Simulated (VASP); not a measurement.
Runs of VASP 6.6.1 on AlNi2. The structure is trigonal, space group P-3m1 (No. 164). Conventional cell: a = 3.974 Å, b = 3.974 Å, c = 4.904 Å, α = 90.00°, β = 90.00°, γ = 120.00°. Within 3.1 Å of Al (site symmetry 3m) lie 11 Ni at 2.37 to 2.75 Å and 3 Al at 2.96 Å. Within 3.1 Å of Ni (site symmetry 3m) lie 5 Al at 2.37 to 2.48 Å and 9 Ni at 2.47 to 2.93 Å. Ni (site symmetry -3m) has 8 Ni at 2.45 to 2.47 Å and 6 Al at 2.75 Å within 3.2 Å. Within 3.2 Å of Ni (site symmetry -3m) lie 8 Ni at 2.45 to 2.77 Å and 6 Al at 2.48 Å. 

```csv
k mesh,smearing,gap on the mesh (eV),pressure (GPa),largest force (eV/Å)
6 × 6 × 4,gaussian 0.1 eV,none,0.7,0.01
6 × 6 × 4,gaussian 0.4 eV,none,1.1,0.04
1 × 1 × 1,gaussian 0.1 eV,-,(a),1.36
"6 × 6 × 4, shifted",gaussian 0.1 eV,none,0.6,0.01
12 × 12 × 8,methfessel-paxton 0.5 eV,none,0.3,0.02
6 × 6 × 4,gaussian 0.01 eV,none,0.7,0.02
12 × 12 × 8,gaussian 0.02 eV,none,0.7,0.01
3 × 3 × 2,gaussian 0.1 eV,none,1.1,0.16
6 × 6 × 4,gaussian 0.05 eV,none,0.7,0.02
6 × 6 × 6,gaussian 0.1 eV,none,0.7,0.01
12 × 12 × 8,gaussian 0.01 eV,none,0.7,0.01
```

Alike in all rows: task single point; level r2SCAN; potentials or basis VASP PAW PBE potentials, release 64 (Al, Ni); no spin polarisation; cell as given; cutoff (eV) 520.

Task: Fill in the values left out.

Result: (a) 3.5.

Caveats: some runs use coarse meshes; the PAW data sets were made with another functional, which shifts forces and pressure a little; so wide a smearing shifts energies and pressures (at least some runs).

A gap of «none» marks levels without a gap at the run's occupations.
